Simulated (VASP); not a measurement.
# GaAs (I-4m2) in VASP: further runs

Aim: see how the results for GaAs move with the level of theory and the settings. Levels: PBE, r2SCAN. Tasks: single point.

Everything below comes from runs of VASP 6.6.1. Logs are shortened: lines on timing, memory, paths and dates and some standing lists are left out, and cuts for length are marked.

## Step 1: The cell of the first run

It takes space group I-4m2 (No. 119, tetragonal). The conventional cell has a = 3.824 Å, b = 3.824 Å, c = 5.666 Å, α = 90.00°, β = 90.00°, γ = 90.00°. Within 3.1 Å of Ga (site symmetry -4m2) lie 4 As at 2.38 Å. As (site symmetry -4m2) has 4 Ga at 2.38 Å within 3.1 Å.

## Step 2: Single point, PBE (biaxial xy strain -4.6%)

INCAR

```
SYSTEM = GaAs
PREC = Accurate
ENCUT = 520
EDIFF = 1E-6
ISMEAR = -1
SIGMA = 0.02
LREAL = .FALSE.
LASPH = .TRUE.
NELM = 100
ALGO = Normal
ISIF = 2
LWAVE = .FALSE.
LCHARG = .FALSE.
GGA = PE
NBANDS = 16
```

KPOINTS

```
regular mesh
0
G
  8 8 8
  0 0 0
```

POSCAR

```
GaAs
1.0
    0.0000000000      2.7038964144      2.8330850947
    2.7038964144      0.0000000000      2.8330850947
    2.7038964144      2.7038964144      0.0000000000
Ga As
1 1
Direct
    0.0000000000      0.0000000000      0.0000000000
    0.2500000000      0.2500000000      0.2500000000
```

Potentials or basis: VASP PAW PBE potentials, release 64 (Ga_d, As).

Launch:

```sh
cat potpaw_PBE.64/Ga_d/POTCAR potpaw_PBE.64/As/POTCAR > POTCAR
mpirun -np 1 vasp_std > vasp.out
```

OUTCAR:

```text
SYSTEM = GaAs
   PREC = Accurate
   ENCUT = 520
   EDIFF = 1E-6
   ISMEAR = -1
   LREAL = .FALSE.
   LASPH = .TRUE.
   NELM = 100
   ISIF = 2
   GGA = PE

 ion  position               nearest neighbor table
   1  0.000  0.000  0.000-   2 2.38   2 2.38   2 2.38   2 2.38
   2  0.250  0.250  0.250-   1 2.38   1 2.38   1 2.38   1 2.38

  LATTYP: Found a body centered tetragonal cell.
 ALAT       =     3.8238869805
 C/A-ratio  =     1.4817828608

  Lattice vectors:

 A1 = (  -2.7038964144,   0.0000000000,   2.8330850947)
 A2 = (   2.7038964144,   0.0000000000,   2.8330850947)
 A3 = (   0.0000000000,   2.7038964144,  -2.8330850947)

Analysis of symmetry for initial positions (statically):
=====================================================================
 Subroutine PRICEL returns:
 Original cell was already a primitive cell.

 Routine SETGRP: Setting up the symmetry group for a
 body centered tetragonal supercell.

 Subroutine GETGRP returns: Found  8 space group operations
 (whereof  8 operations were pure point group operations)
 out of a pool of 16 trial point group operations.

The static configuration has the point symmetry D_2d.

Analysis of symmetry for dynamics (positions and initial velocities):
=====================================================================
 Subroutine PRICEL returns:
 Original cell was already a primitive cell.

 Routine SETGRP: Setting up the symmetry group for a
 body centered tetragonal supercell.

 Subroutine GETGRP returns: Found  8 space group operations
 (whereof  8 operations were pure point group operations)
 out of a pool of 16 trial point group operations.

The dynamic configuration has the point symmetry D_2d.

 Subroutine INISYM returns: Found  8 space group operations
 (whereof  8 operations are pure point group operations),
 and found     1 'primitive' translations

----------------------------------------------------------------------------------------

                                     Primitive cell

  volume of cell :      41.4257

  direct lattice vectors                    reciprocal lattice vectors
     0.000000000  2.703896414  2.833085095    -0.184918327  0.184918327  0.176486051
     2.703896414  0.000000000  2.833085095     0.184918327 -0.184918327  0.176486051
     2.703896414  2.703896414  0.000000000     0.184918327  0.184918327 -0.176486051

  length of vectors
     3.916302717  3.916302717  3.823886980     0.315494693  0.315494693  0.315494693

  position of ions in fractional coordinates (direct lattice)
     0.000000000  0.000000000  0.000000000
     0.250000000  0.250000000  0.250000000

  ion indices of the primitive-cell ions
   primitive index   ion index
                 1           1
                 2           2

----------------------------------------------------------------------------------------

 KPOINTS: regular mesh

Automatic generation of k-mesh.
 Grid dimensions read from file:
 generate k-points for:    8    8    8

 Generating k-lattice:

  Cartesian coordinates                     Fractional coordinates (reciprocal lattice)
    -0.023114791  0.023114791  0.022060756     0.125000000 -0.000000000  0.000000000
     0.023114791 -0.023114791  0.022060756    -0.000000000  0.125000000  0.000000000
     0.023114791  0.023114791 -0.022060756     0.000000000  0.000000000  0.125000000

  Length of vectors
     0.039436837  0.039436837  0.039436837

  Shift w.r.t. Gamma in fractional coordinates (k-lattice)
     0.000000000  0.000000000  0.000000000

 Subroutine IBZKPT returns following result:
 ===========================================

 Found     59 irreducible k-points:

 Following reciprocal coordinates:
            Coordinates               Weight
  0.000000  0.000000  0.000000      1.000000
  0.125000 -0.000000  0.000000      8.000000
  0.250000 -0.000000  0.000000      8.000000
  0.375000 -0.000000  0.000000      8.000000
  0.500000 -0.000000  0.000000      4.000000
  0.125000  0.125000  0.000000      2.000000
[... 16 lines left out ...]
  0.250000 -0.000000  0.125000     16.000000
  0.375000 -0.000000  0.125000     16.000000
 [... further k-points ...]
   k-points           NKPTS =     59   k-points in BZ     NKDIM =     59   number of bands    NBANDS=     16
   number of dos      NEDOS =    301   number of ions     NIONS =      2
   total plane-waves  NPLWV =  25200
   dimension x,y,z NGX =    30 NGY =   30 NGZ =   28
   dimension x,y,z NGXF=    60 NGYF=   60 NGZF=   56
   ions per type =               1   1
   NGX,Y,Z   is equivalent  to a cutoff of  12.73, 12.73, 12.17 a.u.
   NGXF,Y,Z  is equivalent  to a cutoff of  25.47, 25.47, 24.35 a.u.
 SYSTEM =  GaAs
   PREC   = accura    normal or accurate (medium, high low for compatibility)
   ISTART =      0    job   : 0-new  1-cont  2-samecut
   ICHARG =      2    charge: 1-file 2-atom 10-const
   ISPIN  =      1    spin polarized calculation?
   LNONCOLLINEAR =      F non collinear calculations
   LSORBIT =      F    spin-orbit coupling
   LASPH  =      T    aspherical Exc in radial PAW
   ENCUT  =  520.0 eV  38.22 Ry    6.18 a.u.   7.28  7.28  7.11*2*pi/ulx,y,z
   NELM   =    100;   NELMIN=  2; NELMDL= -5     # of ELM steps
   EDIFF  = 0.1E-05   stopping-criterion for ELM
   LREAL  =      F    real-space projection
   EDIFFG = 0.1E-04   stopping-criterion for IOM
   NSW    =      0    number of steps for IOM
   IBRION =     -1    ionic relax: 0-MD 1-quasi-New 2-CG
   NFREE  =      0    steps in history (QN), initial steepest desc. (CG)
   ISIF   =      2    stress and relaxation
   ISYM   =      2    0-nonsym 1-usesym 2-fastsym
   POTIM  = 0.5000    time-step for ionic-motion
   TEBEG  =    0.0;   TEEND  =   0.0 temperature during run
   PSTRESS=    0.0 pullay stress
   NELECT =      18.0000    total number of electrons
   NUPDOWN=      -1.0000    fix difference up-down
   EMIN   =  10.00;   EMAX   =-10.00  energy-range for DOS
   EFERMI =   0.00;   METHOD = LEGACY
   ISMEAR =    -1;   SIGMA  =   0.02  broadening in eV -4-tet -1-fermi 0-gaus
   EFERMI_NEDOS =   21; number of points for ismear=-14 and -15
   IALGO  =     38    algorithm
   IMIX   =      4    mixing-type and parameters
     AMIX     =   0.40;   BMIX     =  1.00
     AMIX_MAG =   1.60;   BMIX_MAG =  1.00
  volume/ion in A,a.u.               =      20.71       139.78
  Fermi-wavevector in a.u.,A,eV,Ry     =   1.239964  2.343192 20.919105  1.537511
  Thomas-Fermi vector in A             =   2.374425
   LORBIT       =      0    0 simple, 1 ext, 2 COOP (PROOUT), +10 PAW based schemes
   GGA     = PE    functional components
   LHFCALC =     F    Hartree Fock is set to
   AEXX    =    0.0000 exact exchange contribution
   IVDW    =     0    specifies the selected vdW correction
   LEPSILON=     F    determine dielectric tensor
   LRPA    =     F    only Hartree local field effects (RPA)
 non-spin polarized calculation
  energy-cutoff  :      520.00
  volume of cell :       41.43
 maximum number of plane-waves:      1131
 NGX is ok and might be reduce to    30
   NGX = 15   NGY = 15   NGZ = 15

 number of electron      18.0000006 magnetization

 Free energy of the ion-electron system (eV)
  ---------------------------------------------------
  ext. energy  EPLUGINS =         0.00000000
  ---------------------------------------------------
  free energy    TOTEN  =        -8.06695837 eV

  energy without entropy =       -8.06695837  energy(sigma->0) =       -8.06695837

 E-fermi :   5.2642     XC(G=0):  -9.9862

 val. band max:        4.8915261940   @ k =   0.0000   0.0000   0.0000
 cond. band min:       5.9650544496   @ k =   0.0000   0.0000   0.0000
 fundamental gap:      1.0735282555
 Fermi energy:         5.2641694739

 k-point     1 :       0.0000    0.0000    0.0000
  band No.  band energies     occupation
      1     -10.2125      2.00000
      2     -10.2000      2.00000
      3     -10.2000      2.00000
      4     -10.1041      2.00000
      5     -10.1004      2.00000
      6      -8.5925      2.00000
[... 8 lines left out ...]
     15      14.5844      0.00000
     16      15.6197      0.00000

 k-point     2 :       0.1250   -0.0000    0.0000
  band No.  band energies     occupation
      1     -10.2263      2.00000
      2     -10.2025      2.00000
      3     -10.1953      2.00000
      4     -10.1049      2.00000
      5     -10.1000      2.00000
      6      -8.3840      2.00000
[... 8 lines left out ...]
     15      13.8594      0.00000
     16      14.5276      0.00000

 k-point     3 :       0.2500   -0.0000    0.0000
  band No.  band energies     occupation
      1     -10.2682      2.00000
      2     -10.1932      2.00000
      3     -10.1853      2.00000
      4     -10.1054      2.00000
      5     -10.0979      2.00000
      6      -7.8031      2.00000
[... 8 lines left out ...]
     15      14.0692      0.00000
     16      14.1779      0.00000

 k-point     4 :       0.3750   -0.0000    0.0000
  band No.  band energies     occupation
      1     -10.3038      2.00000
      2     -10.1853      2.00000
      3     -10.1773      2.00000
      4     -10.1038      2.00000
      5     -10.0935      2.00000
      6      -7.0114      2.00000
[... 8 lines left out ...]
     15      15.1487      0.00000
     16      15.4605      0.00000
[... 324 lines left out ...]
 k-point    22 :       0.1250    0.0000    0.1250
  band No.  band energies     occupation
      1     -10.2325      2.00000
      2     -10.2022      2.00000
      3     -10.1916      2.00000
      4     -10.1084      2.00000
      5     -10.0981      2.00000
      6      -8.3076      2.00000
[... 8 lines left out ...]
     15      14.1130      0.00000
     16      15.0427      0.00000

 k-point    23 :       0.2500   -0.0000    0.1250
  band No.  band energies     occupation
      1     -10.2676      2.00000
      2     -10.1907      2.00000
      3     -10.1826      2.00000
      4     -10.1124      2.00000
      5     -10.0952      2.00000
      6      -7.8444      2.00000
[... 8 lines left out ...]
     15      14.8704      0.00000
     16      15.4162      0.00000

 k-point    24 :       0.3750   -0.0000    0.1250
  band No.  band energies     occupation
      1     -10.3015      2.00000
      2     -10.1812      2.00000
      3     -10.1746      2.00000
      4     -10.1120      2.00000
      5     -10.0920      2.00000
      6      -7.1032      2.00000
[... 8 lines left out ...]
     15      15.3584      0.00000
     16      16.2450      0.00000

 [... further k-points ...]
[... 5 lines left out ...]
  --------------------------------------------------------------------------------------
  -------------------------------------------------------------------------------------
  Total        3.2210158      3.2210158      2.4351146      0.0000000      0.0000000      0.0000000
  in kB      124.5758108    124.5758108     94.1803456      0.0000000      0.0000000      0.0000000
  external PRESSURE =     114.4439891 kB  Pullay stress =       0.0000000 kB

 VOLUME and BASIS-vectors are now :
 -----------------------------------------------------------------------------
  energy-cutoff  :      520.00
  volume of cell :       41.43
      direct lattice vectors                 reciprocal lattice vectors
     0.000000000  2.703896414  2.833085095    -0.184918327  0.184918327  0.176486051
     2.703896414  0.000000000  2.833085095     0.184918327 -0.184918327  0.176486051
     2.703896414  2.703896414  0.000000000     0.184918327  0.184918327 -0.176486051

 POSITION                                       TOTAL-FORCE (eV/Angst)
 -----------------------------------------------------------------------------------
      0.00000      0.00000      0.00000         0.000000      0.000000      0.000000
      1.35195      1.35195      1.41654        -0.000000     -0.000000     -0.000000
 -----------------------------------------------------------------------------------
    total drift:                                0.000005      0.000005     -0.000000

  FREE ENERGIE OF THE ION-ELECTRON SYSTEM (eV)
  ---------------------------------------------------
  free  energy   TOTEN  =        -8.0669583739 eV

  energy  without entropy=       -8.0669583739  energy(sigma->0) =       -8.06695837
```

It took 15 s on 1 thread of Intel Xeon 6975P-C (Granite Rapids), shared host; peak memory 0.19 GiB.

Results:

```
Free energy            : -8.0670 eV
Pressure               : 11.4 GPa
Band gap on the k mesh : 1.07 eV, direct
```

Stress tensor (GPa, compression positive):
```
12.46  0.00  0.00
 0.00 12.46  0.00
 0.00  0.00  9.42
```

Caveat: the cell differs from its parent crystal (biaxial xy strain -4.6%).

## Step 3: Single point, r2SCAN (biaxial xy strain -4.6%)

POSCAR is that of step 2.

INCAR.step1

```
  PREC = Accurate
  ENCUT = 520
  ISMEAR = 0
  SIGMA = 0.01
  LREAL = F
  LASPH = T
  NELM = 60
  NBANDS = 16
  GGA = PE
  ALGO = Normal
  EDIFF = 1E-4
  LWAVE = T
  LCHARG = F
```

INCAR.step2

```
  PREC = Accurate
  ENCUT = 520
  EDIFF = 1E-6
  ISMEAR = 0
  SIGMA = 0.01
  LREAL = F
  LASPH = T
  NELM = 60
  ALGO = Normal
  ISIF = 2
  LWAVE = F
  LCHARG = F
  METAGGA = R2SCAN
  LMIXTAU = T
  NBANDS = 16
  ISTART = 1
```

KPOINTS

```
Automatic mesh
0
Gamma
  8 8 8
```

Potentials or basis: VASP PAW PBE potentials, release 64 (Ga_d, As).

Launch:

```sh
cat potpaw_PBE.64/Ga_d/POTCAR potpaw_PBE.64/As/POTCAR > POTCAR
cp INCAR.step1 INCAR
mpirun -np 1 vasp_std > vasp.out
cp INCAR.step2 INCAR
mpirun -np 1 vasp_std > vasp.out
```

It took 64 s on 1 thread of Intel Xeon 6975P-C (Granite Rapids), shared host; peak memory 0.19 GiB.

Results (log left out):

- Free energy: -26.9392 eV
- Pressure: 8.5 GPa
- Band gap on the k mesh: 1.37 eV, indirect (least direct gap 1.59 eV)

Stress tensor (GPa, compression positive):
```
9.65 0.00 0.00
0.00 9.65 0.00
0.00 0.00 6.15
```

Levels at points of the mesh, in eV from the valence-band top:
```tsv
k point	band 6	band 7	band 8	band 9	band 10	band 11	band 12	band 13
(0.00, 0.00, 0.00)	-13.99	-0.32	0.00	0.00	1.59	3.91	3.91	4.05
(0.50, 0.00, 0.00)	-11.85	-7.44	-1.66	-1.21	1.48	4.78	5.08	8.31
(0.50, 0.50, 0.00)	-11.10	-7.76	-2.97	-2.97	1.72	2.12	11.49	11.49
(0.50, 0.00, 0.50)	-10.88	-7.43	-3.34	-3.30	1.37	1.63	11.19	11.45
```

Caveat: the cell differs from its parent crystal (biaxial xy strain -4.6%); the PAW data sets were made with another functional, which shifts forces and pressure a little. A k mesh can miss the band edges.
